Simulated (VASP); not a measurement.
# CuO (P4/mmm) in VASP: notebook, part 2 of 2

VASP 6.6.1.

**3. Single point, r2SCAN**

This run uses another cell than the first one, of 10.87 Å³/atom.

Input file POSCAR:

```
CuO
1.0
    4.1179258684      0.0000000000      0.0000000000
    0.0000000000      4.1179258684      0.0000000000
    0.0000000000      0.0000000000      3.8478457673
Cu O
3 3
Direct
    0.5000000000      0.0000000000      0.5000000000
    0.0000000000      0.5000000000      0.5000000000
    0.0000000000      0.0000000000      0.0000000000
    0.0000000000      0.0000000000      0.5000000000
    0.5000000000      0.0000000000      0.0000000000
    0.0000000000      0.5000000000      0.0000000000
```

Input file INCAR.step1:

```
  ALGO = Normal
  EDIFF = 1E-4
  ENCUT = 520
  GGA = PE
  ISMEAR = -1
  LASPH = True
  LCHARG = False
  LREAL = False
  LWAVE = True
  NBANDS = 34
  NELM = 60
  PREC = Accurate
  SIGMA = 0.05
```

Input file INCAR.step2:

```
  ALGO = Normal
  EDIFF = 1E-6
  ENCUT = 520
  ISIF = 2
  ISMEAR = -1
  ISTART = 1
  LASPH = True
  LCHARG = False
  LMIXTAU = True
  LREAL = False
  LWAVE = False
  METAGGA = R2SCAN
  NBANDS = 34
  NELM = 60
  PREC = Accurate
  SIGMA = 0.05
```

Input file KPOINTS:

```
k-points
0
Gamma
  7 7 7
```

Potentials or basis: VASP PAW PBE potentials, release 64 (Cu, O).

Started as:

```bash
cat potpaw_PBE.64/Cu/POTCAR potpaw_PBE.64/O/POTCAR > POTCAR
cp INCAR.step1 INCAR
mpirun -np 1 vasp_std > vasp.out
cp INCAR.step2 INCAR
mpirun -np 1 vasp_std > vasp.out
```

OUTCAR:

```text
EDIFF = 1E-6
   ENCUT = 520
   ISIF = 2
   ISMEAR = -1
   ISTART = 1
   LASPH = True
   LREAL = False
   METAGGA = R2SCAN
   NELM = 60
   PREC = Accurate

 ion  position               nearest neighbor table
   1  0.500  0.000  0.500-   5 1.92   5 1.92   4 2.06   4 2.06
   2  0.000  0.500  0.500-   6 1.92   6 1.92   4 2.06   4 2.06
   3  0.000  0.000  0.000-   4 1.92   4 1.92   6 2.06   5 2.06   6 2.06   5 2.06
   4  0.000  0.000  0.500-   3 1.92   3 1.92   1 2.06   2 2.06   2 2.06   1 2.06
   5  0.500  0.000  0.000-   1 1.92   1 1.92   3 2.06   3 2.06
   6  0.000  0.500  0.000-   2 1.92   2 1.92   3 2.06   3 2.06

  LATTYP: Found a simple tetragonal cell.
 ALAT       =     4.1179258684
 C/A-ratio  =     0.9344135592

  Lattice vectors:

 A1 = (   4.1179258684,   0.0000000000,   0.0000000000)
 A2 = (   0.0000000000,   4.1179258684,   0.0000000000)
 A3 = (   0.0000000000,   0.0000000000,   3.8478457673)

Analysis of symmetry for initial positions (statically):
=====================================================================
 Subroutine PRICEL returns:
 Original cell was already a primitive cell.

[... 174 lines left out ...]

  energy without entropy =      -53.09124965  energy(sigma->0) =      -53.10355917

 E-fermi :   4.2546     XC(G=0): -12.0324

 val. band max:        4.2294506290   @ k =   0.1429   0.1429   0.4286
 cond. band min:       4.2710612387   @ k =   0.4286   0.2857   0.2857
 fundamental gap:      0.0416106097
 Fermi energy:         4.2545509753

 k-point     1 :       0.0000    0.0000    0.0000
  band No.  band energies     occupation
      1     -16.9546      2.00000
      2     -14.8029      2.00000
      3     -14.3363      2.00000
      4      -2.0613      2.00000
      5      -1.9151      2.00000
      6      -1.9151      2.00000
[... 877 lines left out ...]
     33      16.3198      0.00000
     34      17.4584      0.00000

 [... further k-points ...]
[... 5 lines left out ...]
  --------------------------------------------------------------------------------------
  -------------------------------------------------------------------------------------
  Total        0.2118112      0.2118112      0.6794764      0.0000000      0.0000000      0.0000000
  in kB        5.2009753      5.2009753     16.6843879      0.0000000      0.0000000      0.0000000
  external PRESSURE =       9.0287795 kB  Pullay stress =       0.0000000 kB

 VOLUME and BASIS-vectors are now :
 -----------------------------------------------------------------------------
  energy-cutoff  :      520.00
  volume of cell :       65.25
      direct lattice vectors                 reciprocal lattice vectors
     4.117925868  0.000000000  0.000000000     0.242840700  0.000000000  0.000000000
     0.000000000  4.117925868  0.000000000     0.000000000  0.242840700  0.000000000
     0.000000000  0.000000000  3.847845767     0.000000000  0.000000000  0.259885676

 POSITION                                       TOTAL-FORCE (eV/Angst)
 -----------------------------------------------------------------------------------
      2.05896      0.00000      1.92392         0.000000      0.000000      0.000000
      0.00000      2.05896      1.92392         0.000000      0.000000      0.000000
      0.00000      0.00000      0.00000         0.000000      0.000000      0.000000
      0.00000      0.00000      1.92392         0.000000      0.000000      0.000000
      2.05896      0.00000      0.00000         0.000000      0.000000      0.000000
      0.00000      2.05896      0.00000         0.000000      0.000000      0.000000
 -----------------------------------------------------------------------------------
    total drift:                                0.000000      0.000000     -0.000000

  FREE ENERGIE OF THE ION-ELECTRON SYSTEM (eV)
  ---------------------------------------------------
  free  energy   TOTEN  =       -53.1158686972 eV

  energy  without entropy=      -53.0912496524  energy(sigma->0) =      -53.10355917
```

OUTCAR.step1:

```text
EDIFF = 1E-4
   ENCUT = 520
   GGA = PE
   ISMEAR = -1
   LASPH = True
   LREAL = False
[... 1124 lines left out ...]
      0.00000      0.00000      1.92392         0.000000      0.000000      0.000000
      2.05896      0.00000      0.00000         0.000000      0.000000      0.000000
      0.00000      2.05896      0.00000         0.000000      0.000000      0.000000
 -----------------------------------------------------------------------------------
    total drift:                                0.000000      0.000000     -0.000000

  FREE ENERGIE OF THE ION-ELECTRON SYSTEM (eV)
  ---------------------------------------------------
  free  energy   TOTEN  =       -27.8935767811 eV

  energy  without entropy=      -27.8646114534  energy(sigma->0) =      -27.87909412
```

Run time: 4.5 min. Hardware: 1 thread of Intel Xeon Platinum 8259CL at 2.50GHz (Skylake/Cascade Lake), shared host; peak memory 0.22 GiB.

What came out:

```yaml
Free_energy: -53.1159 eV
Pressure: 0.9 GPa
Band_gap_on_the_k_mesh: zero (an odd number of electrons rules out a gap without spin polarisation)
```

Levels at points of the mesh, in eV from the Fermi level:
| k point | band 22 | band 23 | band 24 | band 25 | band 26 | band 27 | band 28 | band 29 | band 30 | band 31 |
| --- | --- | --- | --- | --- | --- | --- | --- | --- | --- | --- |
| (0.00, 0.00, 0.00) | -1.93 | -1.73 | -1.68 | -1.68 | -1.50 | -1.39 | 1.73 | 6.95 | 8.48 | 9.49 |

Caveat: the PAW data sets were made with another functional, which shifts forces and pressure a little; an odd number of electrons without spin polarisation forces a metal; a magnetic or distorted state may lie lower; semilocal functionals often make such compounds metallic where correlation or magnetic order opens a gap, which also shifts bond lengths. With open d or f shells a metallic result of r2SCAN can be an artefact of self-interaction; +U or a hybrid may open a gap.

**4. Single point, PBE (10.54 Å³/atom)**

This run uses another cell than the first one, of 10.54 Å³/atom.

Input file INCAR:

```
PREC     = Accurate       # precision mode
ENCUT    = 520            # plane-wave cutoff, eV
EDIFF    = 1E-6           # SCF threshold, eV
ISMEAR   = -1             # smearing method
SIGMA    = 0.05           # smearing width, eV
LREAL    = F              # projectors in reciprocal space
LASPH    = T              # aspherical terms in the spheres
NELM     = 80             # most SCF steps
ALGO     = Normal         # electronic algorithm
ISIF     = 2              # what is computed and relaxed
LWAVE    = F              # write WAVECAR
LCHARG   = F              # write CHGCAR
GGA      = PE             # functional
NBANDS   = 34             # bands
```

Input file KPOINTS:

```
regular mesh
0
Gamma
  7 7 7
```

POSCAR: that of step 3 with these lines changed.

```diff
@@ -2,5 +2,5 @@
 1.0
-    4.1179258684      0.0000000000      0.0000000000
-    0.0000000000      4.1179258684      0.0000000000
-    0.0000000000      0.0000000000      3.8478457673
+    4.0759960844      0.0000000000      0.0000000000
+    0.0000000000      4.0759960844      0.0000000000
+    0.0000000000      0.0000000000      3.8082810784
 Cu O
```

Started as:

```bash
cat potpaw_PBE.64/Cu/POTCAR potpaw_PBE.64/O/POTCAR > POTCAR
mpirun -np 1 vasp_std > vasp.out
```

It took 3.3 min on 1 thread of Intel Xeon 8259CL, shared host; peak memory 0.21 GiB.

It converged, with:

| Item | Value |
| --- | --- |
| Free energy | -27.7647 eV |
| Pressure | 13.2 GPa |
| Band gap on the k mesh | zero (an odd number of electrons rules out a gap without spin polarisation) |

Stress tensor (GPa, compression positive):
```
10.70  0.00  0.00
 0.00 10.70  0.00
 0.00  0.00 18.12
```

Levels at points of the mesh, in eV from the Fermi level:
| k point | band 23 | band 24 | band 25 | band 26 | band 27 | band 28 | band 29 | band 30 |
| --- | --- | --- | --- | --- | --- | --- | --- | --- |
| (0.00, 0.00, 0.00) | -1.67 | -1.65 | -1.65 | -1.55 | -1.41 | 1.48 | 6.49 | 8.09 |

Caveat: the cell stands under pressure; an odd number of electrons without spin polarisation forces a metal; a magnetic or distorted state may lie lower; semilocal functionals often make such compounds metallic where correlation or magnetic order opens a gap, which also shifts bond lengths. With open d or f shells a metallic result of PBE can be an artefact of self-interaction; +U or a hybrid may open a gap.

**5. Single point, PBE (10.77 Å³/atom)**

This run uses another cell than the first one, of 10.77 Å³/atom.

Input file INCAR:

```
SYSTEM = CuO
  ALGO = Normal
  EDIFF = 1E-6
  ENCUT = 520
  GGA = PE
  ISIF = 2
  ISMEAR = -1
  LASPH = .True.
  LCHARG = .True.
  LELF = .True.
  LREAL = .False.
  LVHAR = .True.
  LWAVE = .False.
  NBANDS = 34
  NELM = 60
  PREC = Accurate
  SIGMA = 0.05
```

Input file KPOINTS:

```
k-points
0
Gamma
  7 7 7
  0 0 0
```

POSCAR: that of step 4 with these lines changed.

```diff
@@ -2,5 +2,5 @@
 1.0
-    4.0759960844      0.0000000000      0.0000000000
-    0.0000000000      4.0759960844      0.0000000000
-    0.0000000000      0.0000000000      3.8082810784
+    4.1047012280      0.0000000000      0.0000000000
+    0.0000000000      4.1047012280      0.0000000000
+    0.0000000000      0.0000000000      3.8351008429
 Cu O
```

Started as:

```bash
cat potpaw_PBE.64/Cu/POTCAR potpaw_PBE.64/O/POTCAR > POTCAR
mpirun -np 1 vasp_std > vasp.out
```

Wall time 2.7 min (1 thread of Intel Xeon 8259CL, shared host); peak memory 0.22 GiB.

The run converged. Its results:

* Free energy: -27.8600 eV
* Pressure: 9.1 GPa
* Band gap on the k mesh: zero (an odd number of electrons rules out a gap without spin polarisation)

Stress tensor (GPa, compression positive):
```
 7.60  0.00  0.00
 0.00  7.60  0.00
 0.00  0.00 12.21
```

Levels at points of the mesh, in eV from the Fermi level:
```tsv
k point	band 22	band 23	band 24	band 25	band 26	band 27	band 28	band 29	band 30	band 31
(0.00, 0.00, 0.00)	-1.85	-1.62	-1.57	-1.57	-1.53	-1.41	1.42	6.37	7.91	8.97
```

Caveat: the cell stands under pressure; an odd number of electrons without spin polarisation forces a metal; a magnetic or distorted state may lie lower; semilocal functionals often make such compounds metallic where correlation or magnetic order opens a gap, which also shifts bond lengths.

**6. Single point, PBE (10.99 Å³/atom)**

This run uses another cell than the first one, of 10.99 Å³/atom.

Input file INCAR:

```
SYSTEM = CuO
ALGO     = Normal         ! electronic algorithm
EDIFF    = 1E-7           ! SCF threshold, eV
ENCUT    = 520            ! plane-wave cutoff, eV
GGA      = PE             ! functional
ISIF     = 2              ! what is computed and relaxed
ISMEAR   = -1             ! smearing method
LASPH    = .TRUE.         ! aspherical terms in the spheres
LCHARG   = .TRUE.         ! write CHGCAR
LELF     = .TRUE.         ! ELF
LREAL    = .FALSE.        ! projectors in reciprocal space
LVHAR    = .TRUE.       
LWAVE    = .FALSE.        ! write WAVECAR
NBANDS   = 34             ! bands
NELM     = 80             ! most SCF steps
PREC     = Accurate       ! precision mode
SIGMA    = 0.05           ! smearing width, eV
```

Input file KPOINTS:

```
k-points
0
G
  7 7 7
  0 0 0
```

POSCAR: that of step 5 with these lines changed.

```diff
@@ -2,5 +2,5 @@
 1.0
-    4.1047012280      0.0000000000      0.0000000000
-    0.0000000000      4.1047012280      0.0000000000
-    0.0000000000      0.0000000000      3.8351008429
+    4.1330104069      0.0000000000      0.0000000000
+    0.0000000000      4.1330104069      0.0000000000
+    0.0000000000      0.0000000000      3.8615506501
 Cu O
```

Potentials or basis: VASP PAW PBE potentials, release 64 (Cu, O).

Started as:

```bash
cat potpaw_PBE.64/Cu/POTCAR potpaw_PBE.64/O/POTCAR > POTCAR
mpirun -np 1 vasp_std > vasp.out
```

Wall time 2.4 min (1 thread of Intel Xeon 8259CL, shared host); peak memory 0.22 GiB.

The run converged. Its results:

| Quantity | Value |
| --- | --- |
| Free energy | -27.9232 eV |
| Pressure | 5.5 GPa |
| Band gap on the k mesh | zero (an odd number of electrons rules out a gap without spin polarisation) |

Stress tensor (GPa, compression positive):
```
4.84 0.00 0.00
0.00 4.84 0.00
0.00 0.00 6.92
```

Levels at points of the mesh, in eV from the Fermi level:
```
           k point  band 22  band 23  band 24  band 25  band 26  band 27  band 28  band 29  band 30  band 31
(0.00, 0.00, 0.00)    -1.81    -1.58    -1.51    -1.51    -1.51    -1.40     1.37     6.24     7.73     8.89
```

Caveat: the cell stands under pressure; an odd number of electrons without spin polarisation forces a metal; a magnetic or distorted state may lie lower; semilocal functionals often make such compounds metallic where correlation or magnetic order opens a gap, which also shifts bond lengths. With open d or f shells a metallic result of PBE can be an artefact of self-interaction; +U or a hybrid may open a gap.

**7. Overview**

| level | cell | k mesh | gap on the mesh (eV) | pressure (GPa) |
| --- | --- | --- | --- | --- |
| PBEsol | a = 4.161, b = 4.161, c = 3.888 Å, 6 atoms | 6 × 6 × 6 | none | -4.8 |
| r2SCAN | a = 4.118, b = 4.118, c = 3.848 Å, 6 atoms | 7 × 7 × 7 | none | 0.9 |
| PBE | a = 4.076, b = 4.076, c = 3.808 Å, 6 atoms | 7 × 7 × 7 | none | 13.2 |
| PBE | a = 4.105, b = 4.105, c = 3.835 Å, 6 atoms | 7 × 7 × 7 | none | 9.1 |
| PBE | a = 4.133, b = 4.133, c = 3.862 Å, 6 atoms | 7 × 7 × 7 | none | 5.5 |

Alike in all rows: task single point; potentials or basis VASP PAW PBE potentials, release 64 (Cu, O); no spin polarisation; cutoff (eV) 520; smearing fermi-dirac 0.05 eV.

Caveats: an odd number of electrons without spin polarisation forces a metal; a magnetic or distorted state may lie lower; semilocal functionals often make such compounds metallic where correlation or magnetic order opens a gap, which also shifts bond lengths; the cell stands under pressure (at least some runs); the PAW data sets were made with another functional, which shifts forces and pressure a little (at least some runs); the cell stands under tension (at least some runs).

Absolute energies hang on the potentials; compare differences alone.
